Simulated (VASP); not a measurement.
Co:

```
CELL_PARAMETERS angstrom
2.20665 0.00000 0.00000
-1.10332 1.91101 0.00000
0.00000 0.00000 3.55947
ATOMIC_POSITIONS crystal
Co 0.66667 0.33333 0.25000
Co 0.33333 0.66667 0.75000
```

Program: VASP 6.6.1. Alike in all runs: task single point; level LDA; potentials or basis VASP PAW LDA potentials, release 64 (Co); spin collinear, ferromagnetic start; cell as given; k mesh 24 × 24 × 12; cutoff (eV) 520; smearing gaussian 0.15 eV.

Task: Order these runs on this cell by their pressure, lowest first.
A. fixed moment (μB) 2.2
B. fixed moment (μB) 3.3
C. fixed moment (μB) 3.85
D. fixed moment (μB) 2.75
E. fixed moment (μB) 0.55

Result: E (136.6 GPa), A (148.0 GPa), D (155.1 GPa), B (165.1 GPa), C (179.9 GPa).

Caveats: the total moment is fixed, so each spin has its own Fermi level.
